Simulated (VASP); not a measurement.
Wanted: the native input for a VASP 6.6.1 run.

```
Task                    : single point
Functional              : PBE
Potentials or basis     : VASP PAW PBE potentials, release 64 (Al, Si, F)
Cutoff                  : 520 eV
k mesh                  : 8 × 6 × 6
Occupations             : gaussian, width 0.1 eV
Spin                    : no spin polarisation
Dipole correction       : no
k mesh for the DOS      : 12 × 9 × 9
Occupations for the DOS : tetrahedron
Further INCAR settings  : ALGO = Normal; EDIFF = 1e-06
```

The system is Al2SiF2.

```
Al Si F
1.0
     3.88035    0.00000    0.00000
     0.00000    5.70499    0.00000
     0.00000    0.00000    5.73195
Al Si F
2 1 2
Direct
  0.50000 0.50000 0.25063
  0.50000 0.50000 0.74937
  0.00000 0.50000 0.50000
  0.50000 0.70587 0.00000
  0.50000 0.29413 0.00000
```

These files were run (other wordings do the same):

POSCAR

```
Al2SiF2
1.0
    3.8803466894      0.0000000000      0.0000000000
    0.0000000000      5.7049897310      0.0000000000
    0.0000000000      0.0000000000      5.7319527710
Al Si F
2 1 2
Direct
    0.5000000000      0.5000000000      0.2506282157
    0.5000000000      0.5000000000      0.7493717843
    0.0000000000      0.5000000000      0.5000000000
    0.5000000000      0.7058702421      0.0000000000
    0.5000000000      0.2941297579      0.0000000000
```

INCAR.step1

```
  PREC = Accurate
  ENCUT = 520
  EDIFF = 1E-6
  ISMEAR = 0
  SIGMA = 0.1
  LREAL = False
  LASPH = True
  NELM = 60
  ALGO = Normal
  ISIF = 2
  LWAVE = False
  LCHARG = True
  GGA = PE
  NBANDS = 20
```

KPOINTS.step1

```
Automatic mesh
0
Gamma
  8 6 6
```

INCAR.step2

```
  PREC = Accurate
  ENCUT = 520
  EDIFF = 1E-6
  ISMEAR = -5
  SIGMA = 0.1
  LREAL = False
  LASPH = True
  NELM = 60
  ALGO = Normal
  ISIF = 2
  LWAVE = False
  LCHARG = False
  GGA = PE
  LORBIT = 10
  NEDOS = 2001
  ICHARG = 11
```

KPOINTS.step2

```
Automatic mesh
0
Gamma
  12 9 9
```

Potentials or basis: VASP PAW PBE potentials, release 64 (Al, Si, F).

Launch:

```bash
$ cat potpaw_PBE.64/Al/POTCAR potpaw_PBE.64/Si/POTCAR potpaw_PBE.64/F/POTCAR > POTCAR
$ cp INCAR.step1 INCAR
$ cp KPOINTS.step1 KPOINTS
$ mpirun -np 1 vasp_std > vasp.out
$ cp INCAR.step2 INCAR
$ cp KPOINTS.step2 KPOINTS
$ mpirun -np 1 vasp_std > vasp.out
```

It gave:

```yaml
Valence_electrons_inside_the_program's_atomic_spheres: Al 0.73; Si 1.73; F 6.13
```

It took 9.9 min on 1 thread of Intel Xeon 8259CL, on a shared host, peak memory 0.48 GiB.
